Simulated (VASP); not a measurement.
# Ba (Im-3m) in VASP: a series of runs, part 2 of 2

VASP 6.6.1.

**3. Electric field gradients, PBEsol (65.00 Å³/atom)**

This run uses another cell than the first one, of 65.00 Å³/atom.

INCAR

```
SYSTEM = Ba
  PREC = Accurate
  ENCUT = 520
  EDIFF = 1E-8
  ISMEAR = -1
  SIGMA = 0.05
  LREAL = .False.
  LASPH = .True.
  NELM = 80
  ALGO = Normal
  ISIF = 2
  LWAVE = .False.
  LCHARG = .False.
  GGA = PS
  LEFG = .True.
  NBANDS = 11
```

KPOINTS

```
regular mesh
0
Gamma
  10 10 10
  0 0 0
```

POSCAR

```
Ba
1.0
   -2.5328985096      2.5328985096      2.5328985096
    2.5328985096     -2.5328985096      2.5328985096
    2.5328985096      2.5328985096     -2.5328985096
Ba
1
Direct
    0.0000000000      0.0000000000      0.0000000000
```

Potentials or basis: VASP PAW PBE potentials, release 64 (Ba_sv).

Command:

```
$ cat potpaw_PBE.64/Ba_sv/POTCAR > POTCAR
$ mpirun -np 1 vasp_std > vasp.out
```

OUTCAR:

```text
SYSTEM = Ba
   PREC = Accurate
   ENCUT = 520
   EDIFF = 1E-8
   ISMEAR = -1
   LREAL = .False.
   LASPH = .True.
   NELM = 80
   ISIF = 2
   GGA = PS

 ion  position               nearest neighbor table
   1  0.000  0.000  0.000-

  LATTYP: Found a body centered cubic cell.
 ALAT       =     5.0657970192

  Lattice vectors:

 A1 = (  -2.5328985096,   2.5328985096,   2.5328985096)
 A2 = (   2.5328985096,  -2.5328985096,   2.5328985096)
 A3 = (   2.5328985096,   2.5328985096,  -2.5328985096)

Analysis of symmetry for initial positions (statically):
=====================================================================
 Subroutine PRICEL returns:
 Original cell was already a primitive cell.

 Routine SETGRP: Setting up the symmetry group for a
 body centered cubic supercell.

 Subroutine GETGRP returns: Found 48 space group operations
 (whereof 48 operations were pure point group operations)
[... 516 lines left out ...]

 VOLUME and BASIS-vectors are now :
 -----------------------------------------------------------------------------
  energy-cutoff  :      520.00
  volume of cell :       65.00
      direct lattice vectors                 reciprocal lattice vectors
    -2.532898510  2.532898510  2.532898510     0.000000000  0.197402303  0.197402303
     2.532898510 -2.532898510  2.532898510     0.197402303  0.000000000  0.197402303
     2.532898510  2.532898510 -2.532898510     0.197402303  0.197402303  0.000000000

 POSITION                                       TOTAL-FORCE (eV/Angst)
 -----------------------------------------------------------------------------------
      0.00000      0.00000      0.00000        -0.000000      0.000000      0.000000
 -----------------------------------------------------------------------------------
    total drift:                               -0.000000      0.000000      0.000000

  FREE ENERGIE OF THE ION-ELECTRON SYSTEM (eV)
  ---------------------------------------------------
  free  energy   TOTEN  =        -2.1354188924 eV

  energy  without entropy=       -2.1244207473  energy(sigma->0) =       -2.12991982

 Electric field gradients (V/A^2)
---------------------------------------------------------------------
 ion       V_xx      V_yy      V_zz      V_xy      V_xz      V_yz
---------------------------------------------------------------------
   1       0.000     0.000     0.000     0.000     0.000     0.000
---------------------------------------------------------------------

 Electric field gradients after diagonalization (V/A^2)
 (convention: |V_zz| > |V_xx| > |V_yy|)
----------------------------------------------------------------------
 ion       V_xx      V_yy      V_zz     asymmetry (V_yy - V_xx)/ V_zz
----------------------------------------------------------------------
   1      -0.000    -0.000     0.000       0.000
----------------------------------------------------------------------

           NMR quadrupolar parameters

 Cq : quadrupolar parameter    Cq=e*Q*V_zz/h
 eta: asymmetry parameters     (V_yy - V_xx)/ V_zz
 Q  : nuclear electric quadrupole moment in mb (millibarn)
----------------------------------------------------------------------
 ion       Cq(MHz)       eta       Q (mb)
----------------------------------------------------------------------
   1       0.000       0.000       1.000
----------------------------------------------------------------------
```

It took 41 s on 1 thread of Intel Xeon 8259CL, shared host; peak memory 0.21 GiB.

Results:

* Free energy: -2.1354 eV
* Pressure: -0.8 GPa
* Band gap on the k mesh: zero (bands 5 and 6 overlap by 0.79 eV)
* Largest electric field gradient by atom: zero within the noise of the run

Caveat: the PAW data sets were made with another functional, which shifts forces and pressure a little; spin-orbit coupling is left out, which moves the levels of the heavy elements.

**4. Electric field gradients, PBEsol (65.00 Å³/atom)**

This run uses another cell than the first one, of 65.00 Å³/atom.

INCAR

```
ALGO     = Normal         # electronic algorithm
EDIFF    = 1E-8           # SCF threshold, eV
ENCUT    = 520            # plane-wave cutoff, eV
GGA      = PS             # functional
ISIF     = 2              # what is computed and relaxed
ISMEAR   = -1             # smearing method
LASPH    = True           # aspherical terms in the spheres
LCHARG   = False          # write CHGCAR
LEFG     = True         
LREAL    = False          # projectors in reciprocal space
LWAVE    = False          # write WAVECAR
NBANDS   = 11             # bands
NELM     = 100            # most SCF steps
PREC     = Accurate       # precision mode
SIGMA    = 0.05           # smearing width, eV
```

KPOINTS

```
k-points
0
Gamma
  10 10 10
```

POSCAR is that of step 3.

Potentials or basis: VASP PAW PBE potentials, release 64 (Ba_sv).

Command:

```
$ cat potpaw_PBE.64/Ba_sv/POTCAR > POTCAR
$ mpirun -np 1 vasp_std > vasp.out
```

OUTCAR:

```text
EDIFF = 1E-8
   ENCUT = 520
   GGA = PS
   ISIF = 2
   ISMEAR = -1
   LASPH = True
   LREAL = False
   NELM = 100
   PREC = Accurate

 ion  position               nearest neighbor table
   1  0.000  0.000  0.000-

  LATTYP: Found a body centered cubic cell.
 ALAT       =     5.0657970192

  Lattice vectors:

 A1 = (  -2.5328985096,   2.5328985096,   2.5328985096)
[... 543 lines left out ...]
    total drift:                               -0.000000      0.000000      0.000000

  FREE ENERGIE OF THE ION-ELECTRON SYSTEM (eV)
  ---------------------------------------------------
  free  energy   TOTEN  =        -2.1354188924 eV

  energy  without entropy=       -2.1244207473  energy(sigma->0) =       -2.12991982

 Electric field gradients (V/A^2)
---------------------------------------------------------------------
 ion       V_xx      V_yy      V_zz      V_xy      V_xz      V_yz
---------------------------------------------------------------------
   1       0.000     0.000     0.000     0.000     0.000     0.000
---------------------------------------------------------------------

 Electric field gradients after diagonalization (V/A^2)
 (convention: |V_zz| > |V_xx| > |V_yy|)
----------------------------------------------------------------------
 ion       V_xx      V_yy      V_zz     asymmetry (V_yy - V_xx)/ V_zz
----------------------------------------------------------------------
   1      -0.000    -0.000     0.000       0.000
----------------------------------------------------------------------

           NMR quadrupolar parameters

 Cq : quadrupolar parameter    Cq=e*Q*V_zz/h
 eta: asymmetry parameters     (V_yy - V_xx)/ V_zz
 Q  : nuclear electric quadrupole moment in mb (millibarn)
----------------------------------------------------------------------
 ion       Cq(MHz)       eta       Q (mb)
----------------------------------------------------------------------
   1       0.000       0.000       1.000
----------------------------------------------------------------------
```

OSZICAR:

```text
N       E                     dE             d eps       ncg     rms          rms(c)
DAV:   1     0.539717671294E+02    0.53972E+02   -0.42441E+03  1034   0.748E+02
DAV:   2     0.557035453155E+00   -0.53415E+02   -0.52201E+02  1271   0.134E+02
DAV:   3    -0.205314208065E+01   -0.26102E+01   -0.25934E+01  1320   0.312E+01
DAV:   4    -0.213379083400E+01   -0.80649E-01   -0.80437E-01  1419   0.496E+00
DAV:   5    -0.213556134786E+01   -0.17705E-02   -0.17692E-02  1365   0.587E-01    0.152E+00
DAV:   6    -0.213533527371E+01    0.22607E-03   -0.30063E-03  1284   0.504E-01    0.898E-01
DAV:   7    -0.213532382608E+01    0.11448E-04   -0.50862E-03  1192   0.699E-01    0.395E-02
DAV:   8    -0.213541495134E+01   -0.91125E-04   -0.28033E-04  1638   0.887E-02    0.205E-02
DAV:   9    -0.213541823178E+01   -0.32804E-05   -0.34630E-06  1226   0.183E-02    0.562E-03
DAV:  10    -0.213541907413E+01   -0.84235E-06   -0.30023E-06  1232   0.110E-02    0.871E-04
DAV:  11    -0.213541900085E+01    0.73285E-07   -0.25400E-07  1586   0.285E-03    0.632E-04
DAV:  12    -0.213541884237E+01    0.15848E-06   -0.19378E-08  1225   0.109E-03    0.179E-04
DAV:  13    -0.213541888506E+01   -0.42688E-07   -0.77622E-10   694   0.234E-04    0.502E-05
DAV:  14    -0.213541889239E+01   -0.73336E-08   -0.21184E-10   691   0.923E-05
   1 F= -.21354189E+01 E0= -.21299198E+01  d E =-.109981E-01
```

stdout:

```text
POSCAR found type information on POSCAR Ba
 POSCAR found :  1 types and       1 ions
 scaLAPACK will be used
 -----------------------------------------------------------------------------
|                                                                             |
|                                                                             |
|     You enforced a specific xc type in the INCAR file but a different       |
|     I HOPE YOU KNOW WHAT YOU ARE DOING!                                     |
|                                                                             |
 -----------------------------------------------------------------------------

 LDA part: xc-table for (Slater+PW92), standard interpolation
 POSCAR, INCAR and KPOINTS ok, starting setup
 FFT: planning ... GRIDC
 FFT: planning ... GRID_SOFT
 FFT: planning ... GRID
 WAVECAR not read
 entering main loop
ion   1
```

Run time: 41 s. Hardware: 1 thread of Intel Xeon 8259CL, shared host; peak memory 0.21 GiB.

Results:

```
Free energy                             : -2.1354 eV
Pressure                                : -0.8 GPa
Band gap on the k mesh                  : zero (bands 5 and 6 overlap by 0.79 eV)
Largest electric field gradient by atom : zero within the noise of the run
```

Caveat: the PAW data sets were made with another functional, which shifts forces and pressure a little; spin-orbit coupling is left out, which moves the levels of the heavy elements.
